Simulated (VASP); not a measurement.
TePb4Se3:

```
Te Pb Se
1.0
     4.41434    0.00000    0.00000
     0.00000    4.41434    0.00000
     0.00000    0.00000   12.48565
Te Pb Se
1 4 3
Direct
  0.50000 0.50000 0.00000
  0.00000 0.00000 0.00000
  0.50000 0.50000 0.25000
  0.00000 0.00000 0.50000
  0.50000 0.50000 0.75000
  0.00000 0.00000 0.25000
  0.50000 0.50000 0.50000
  0.00000 0.00000 0.75000
```

- Program: VASP 6.6.1
- Task: relaxation of cell and atoms
- Functional: PBE
- Potentials or basis: VASP PAW PBE potentials, release 64 (Te, Pb_d, Se)
- Cutoff: 600 eV
- k mesh: 4 × 4 × 2
- Occupations: gaussian, width 0.1 eV
- Spin: no spin polarisation

At the start: pressure 1.7 GPa; volume 30.41 Å³/atom.

Where does the relaxation end?

Over 8 steps the energy falls by 10.3 meV/atom and the volume is 31.52 Å³/atom (+3.6 %); space group P4/mmm (No. 123, to 0.1 Å) before and after.

Step by step:
| step | energy change (eV) | largest force (eV/Å) | pressure (GPa) | volume (Å³) |
| --- | --- | --- | --- | --- |
| 1 | 0.0000 | 0.4482 | 1.68 | 243.30 |
| 2 | -0.0562 | 0.2926 | -0.47 | 254.74 |
| 3 | -0.0578 | 0.3126 | -0.19 | 253.05 |
| 4 | -0.0673 | 0.2392 | -0.13 | 252.66 |
| 5 | -0.0801 | 0.0967 | 0.05 | 251.51 |
| 6 | -0.0815 | 0.0735 | -0.03 | 252.03 |
| 7 | -0.0818 | 0.0559 | -0.10 | 252.45 |
| 8 | -0.0827 | 0.0319 | -0.05 | 252.15 |

Final structure:
```yaml
crystal:
  lattice:
    - [4.46881, 0.00000, 0.00000]
    - [0.00000, 4.46881, 0.00000]
    - [0.00000, 0.00000, 12.62626]
  atoms:
    - { symbol: Te, position: [0.50000, 0.50000, 0.00000] }
    - { symbol: Pb, position: [0.00000, 0.00000, 0.00000] }
    - { symbol: Pb, position: [0.50000, 0.50000, 0.25742] }
    - { symbol: Pb, position: [0.00000, 0.00000, 0.50000] }
    - { symbol: Pb, position: [0.50000, 0.50000, 0.74258] }
    - { symbol: Se, position: [0.00000, 0.00000, 0.25167] }
    - { symbol: Se, position: [0.50000, 0.50000, 0.50000] }
    - { symbol: Se, position: [0.00000, 0.00000, 0.74833] }
```
